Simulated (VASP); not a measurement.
A run of VASP 6.6.1:

Contents of INCAR:

```
ALGO = Normal
EDIFF = 1E-7
ENCUT = 550
GGA = RE
GGA_COMPAT = F
ISMEAR = 0
KPAR = 2
LASPH = T
LCHARG = F
LMAXMIX = 4
LREAL = F
LWAVE = F
NBANDS = 24
NELM = 120
PREC = Accurate
SIGMA = 0.04
```

File KPOINTS:

```
Automatic mesh
0
Gamma
  15 9 9
  0 0 0
```

The input KPOINTS_OPT:

```
path GXSYGZURTZ,YT,UX,SR
12
line-mode
reciprocal
 0.0000000000  0.0000000000  0.0000000000  G
 0.5000000000  0.0000000000  0.0000000000  X

 0.5000000000  0.0000000000  0.0000000000  X
 0.5000000000  0.5000000000  0.0000000000  S

 0.5000000000  0.5000000000  0.0000000000  S
 0.0000000000  0.5000000000  0.0000000000  Y

 0.0000000000  0.5000000000  0.0000000000  Y
 0.0000000000  0.0000000000  0.0000000000  G

 0.0000000000  0.0000000000  0.0000000000  G
 0.0000000000  0.0000000000  0.5000000000  Z

 0.0000000000  0.0000000000  0.5000000000  Z
 0.5000000000  0.0000000000  0.5000000000  U

 0.5000000000  0.0000000000  0.5000000000  U
 0.5000000000  0.5000000000  0.5000000000  R

 0.5000000000  0.5000000000  0.5000000000  R
 0.0000000000  0.5000000000  0.5000000000  T

 0.0000000000  0.5000000000  0.5000000000  T
 0.0000000000  0.0000000000  0.5000000000  Z

 0.0000000000  0.5000000000  0.0000000000  Y
 0.0000000000  0.5000000000  0.5000000000  T

 0.5000000000  0.0000000000  0.5000000000  U
 0.5000000000  0.0000000000  0.0000000000  X

 0.5000000000  0.5000000000  0.0000000000  S
 0.5000000000  0.5000000000  0.5000000000  R
```

POSCAR

```
TiAl3
1.0
    2.8396770000      0.0000000000      0.0000000000
    0.0000000000      4.6812640000      0.0000000000
    0.0000000000      0.0000000000      4.9007420000
Ti Al
1 3
Direct
    0.0000000000      0.5000000000      0.1659160000
    0.0000000000      0.0000000000      0.8359000000
    0.5000000000      0.0000000000      0.3309120000
    0.5000000000      0.5000000000      0.6672710000
```

Potentials or basis: VASP PAW PBE potentials, release 64 (Ti_sv, Al).

The run is started by

```bash
$ cat potpaw_PBE.64/Ti_sv/POTCAR potpaw_PBE.64/Al/POTCAR > POTCAR
$ mpirun -np 2 vasp_std > vasp.out
```

Hardware: 2 MPI ranks on Intel(R) Xeon(R) Platinum 8259CL CPU @ 2.50GHz (Skylake/Cascade Lake), with other jobs on the host.

Task: Estimate the wall time of this run.

Result: Wall time 3 min on 2 MPI ranks on Intel(R) Xeon(R) Platinum 8259CL CPU @ 2.50GHz (Skylake/Cascade Lake) (shared host), peak memory 0.53 GiB a rank. Counts: k points 200.
